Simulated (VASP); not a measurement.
A run of VASP 6.6.1 is set up as follows.

Contents of INCAR:

```
SYSTEM = NiSb
PREC     = Accurate       ! precision mode
ENCUT    = 520            ! plane-wave cutoff, eV
EDIFF    = 1E-7           ! SCF threshold, eV
ISMEAR   = 0              ! smearing method
SIGMA    = 0.1            ! smearing width, eV
LREAL    = .FALSE.        ! projectors in reciprocal space
LASPH    = .TRUE.         ! aspherical terms in the spheres
NELM     = 100            ! most SCF steps
ALGO     = Normal         ! electronic algorithm
ISIF     = 2              ! what is computed and relaxed
LWAVE    = .FALSE.        ! write WAVECAR
LCHARG   = .TRUE.         ! write CHGCAR
GGA      = PE             ! functional
LELF     = .TRUE.         ! ELF
LVHAR    = .TRUE.       
NBANDS   = 23             ! bands
```

Contents of KPOINTS:

```
regular mesh
0
G
  12 12 8
  0 0 0
```

POSCAR

```
NiSb
1.0
    4.0150272806      0.0000000000      0.0000000000
   -2.0075136403      3.4771156219      0.0000000000
    0.0000000000      0.0000000000      5.2079101545
Ni Sb
2 2
Direct
    0.0000000000      0.0000000000      0.0000000000
    0.0000000000      0.0000000000      0.5000000000
    0.3333333333      0.6666666667      0.2500000000
    0.6666666667      0.3333333333      0.7500000000
```

Potentials or basis: VASP PAW PBE potentials, release 64 (Ni, Sb).

Launch:

```sh
$ cat potpaw_PBE.64/Ni/POTCAR potpaw_PBE.64/Sb/POTCAR > POTCAR
$ mpirun -np 1 vasp_std > vasp.out
```

(1) Predict the band gap on the k mesh.

(2) Predict the pressure.

Answers

(1) zero (bands 15 and 16 overlap by 3.10 eV).

(2) -3.2 GPa.

Caveat: the cell stands under tension; spin-orbit coupling is left out, which moves the levels of the heavy elements.
